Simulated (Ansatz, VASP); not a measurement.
Zn in VASP and in Ansatz

```
Zn
1.0
     2.66480    0.00000    0.00000
    -1.33240    2.30778    0.00577
     0.00000    0.01237    4.94670
Zn
2
Cartesian
  0.0000 1.5416 1.2405
  1.3324 0.7785 3.7119
```

Change from the starting cell: strain +0.0050 x Voigt [0, 0, 0, 1, 0, 0], atoms carried along.

Alike in both runs: task single point; functional PBEsol; k mesh 24 × 24 × 10; occupations gaussian, width 0.15 eV; no spin polarisation.

```csv
,VASP,Ansatz
version,VASP 6.6.1,Ansatz 0.2.0
potentials or method,"VASP PAW PBE potentials, release 64 (Zn), cutoff 520 eV","scalar-relativistic, plane waves, PAW"
valence electrons in the cell,24,24
```

|  | VASP | Ansatz | Ansatz less VASP |
| --- | --- | --- | --- |
| gap on the k mesh at the Fermi level (eV) | none | none | - |
| pressure (GPa) | -4.7 | -5.4 | -0.65 |
| traceless stress, the component that is largest in VASP (GPa) | 1.94 | 2.06 | +0.119 |

VASP's potentials were made for PBE, not for PBEsol. A gap of «none» marks a metal or a gap that the smearing closes. With one functional, cell and mesh, what is left measures potentials, basis and numerics.
